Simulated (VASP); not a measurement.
A run of VASP 6.6.1 is set up as follows.

Contents of INCAR:

```
SYSTEM = HC18Cl
PREC     = Accurate       ! precision mode
ENCUT    = 520            ! plane-wave cutoff, eV
EDIFF    = 1E-6           ! SCF threshold, eV
ISMEAR   = -1             ! smearing method
SIGMA    = 0.02           ! smearing width, eV
LREAL    = Auto         
LASPH    = .True.         ! aspherical terms in the spheres
NELM     = 80             ! most SCF steps
ALGO     = Normal         ! electronic algorithm
ISIF     = 2              ! what is computed and relaxed
LWAVE    = .False.        ! write WAVECAR
LCHARG   = .False.        ! write CHGCAR
GGA      = PE             ! functional
IVDW     = 12             ! dispersion correction
NBANDS   = 56             ! bands
```

Contents of KPOINTS:

```
regular mesh
0
Gamma
  2 2 1
  0 0 0
```

Contents of POSCAR:

```
HC18Cl
1.0
    7.3980000000      0.0000000000      0.0000000000
   -3.6990000000      6.4068560000      0.0000000000
    0.0000000000      0.0000000000     11.0000000000
C Cl H
18 1 1
Direct
   -0.0034482203     -0.0062714068      0.0891214545
    0.2211546094      0.1060961882      0.0891607273
   -0.0021365880      0.3292942748      0.0886389091
    0.2199872519      0.4404570666      0.0887374545
   -0.0011257765      0.6616657218      0.0888270000
    0.2188472444      0.7715395820      0.0889463636
    0.3311299374     -0.0038898954      0.0892001818
    0.5530808437      0.1070562535      0.0891633636
    0.3321368493      0.3280449881      0.0890620909
    0.5521456792      0.4381688928      0.0891434545
    0.3298693860      0.6604927596      0.0889178182
    0.5544614336      0.7727912099      0.0891898182
    0.6653853162     -0.0052866804      0.0891443636
    0.8853893589      0.1045589287      0.0889856364
    0.6629522170      0.3270382540      0.0890529091
    0.8876946575      0.4394882607      0.0886791818
    0.6645071636      0.6628007559      0.0891790909
    0.8864588440      0.7737735950      0.0891095455
    1.0186133010      0.4551744256      0.4112848182
    0.9786173360      0.4159689245      0.2964559091
```

Potentials or basis: VASP PAW PBE potentials, release 64 (C, Cl, H).

The run is started by

```sh
$ cat potpaw_PBE.64/C/POTCAR potpaw_PBE.64/Cl/POTCAR potpaw_PBE.64/H/POTCAR > POTCAR
$ mpirun -np 1 vasp_std > vasp.out
```

(1) Estimate the dispersion energy per atom.

(2) Predict the band gap on the k mesh.

(3) Predict the largest force.

## Answers

(1) -0.089 eV.

(2) 0.20 eV, direct.

(3) 0.133 eV/Å.

Caveat: the k points lie up to 0.49 Å⁻¹ apart.
